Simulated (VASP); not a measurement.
HfNb2F: single point with PBE

The system is HfNb2F.

```
CELL_PARAMETERS angstrom
6.71232 0.00000 0.00000
-3.35616 5.81304 0.00000
0.00000 0.00000 7.65424
ATOMIC_POSITIONS crystal
Hf 0.00000 0.00000 0.31214
Hf 0.00000 0.00000 0.68786
Nb 0.50000 0.00000 0.00000
Nb 0.00000 0.50000 0.00000
Nb 0.50000 0.50000 0.00000
Nb 0.00000 0.00000 0.00000
F 0.33333 0.66667 0.00000
F 0.66667 0.33333 0.00000
```

```
Program                : VASP 6.6.1
Task                   : single point
Functional             : PBE
Potentials or basis    : VASP PAW PBE potentials, release 64 (Hf_pv, Nb_sv, F)
Cutoff                 : 520 eV
k mesh                 : 6 × 6 × 6
Occupations            : gaussian, width 0.1 eV
Spin                   : no spin polarisation
Dipole correction      : no
Further INCAR settings : ALGO = Normal; EDIFF = 1e-07; NBANDS = 53
```

```yaml
Pressure: -0.2 GPa
Largest_force: 0.097 eV/Å
Band_gap_on_the_k_mesh: zero (bands 43 and 44 overlap by 0.46 eV)
```

Forces on the atoms (eV/Å):
```
Hf   0.000  0.000 -0.097
Hf   0.000  0.000  0.097
Nb   0.000  0.000  0.000
Nb   0.000  0.000  0.000
Nb   0.000  0.000  0.000
Nb   0.000  0.000  0.000
F    0.000  0.000  0.000
F    0.000  0.000  0.000
```

Stress tensor (GPa, compression positive):
```
-0.11  0.00  0.00
 0.00 -0.11  0.00
 0.00  0.00 -0.33
```

Levels at points of the mesh, in eV from the Fermi level:
```csv
k point,band 41,band 42,band 43,band 44,band 45,band 46
"(0.00, 0.00, 0.00)",0.04,0.04,0.06,0.06,0.46,0.73
"(0.50, 0.00, 0.00)",-0.48,-0.28,-0.23,-0.03,0.20,0.34
"(0.00, 0.00, 0.50)",0.02,0.18,0.18,0.39,0.39,0.58
"(0.50, 0.00, 0.50)",-0.43,-0.33,-0.24,-0.13,0.02,0.08
```

Run time: 12 min on 1 thread of Intel(R) Xeon(R) Platinum 8488C (Sapphire Rapids), with other jobs on the host, peak memory 0.62 GiB.

Caveat: spin-orbit coupling is left out, which moves the levels of the heavy elements.
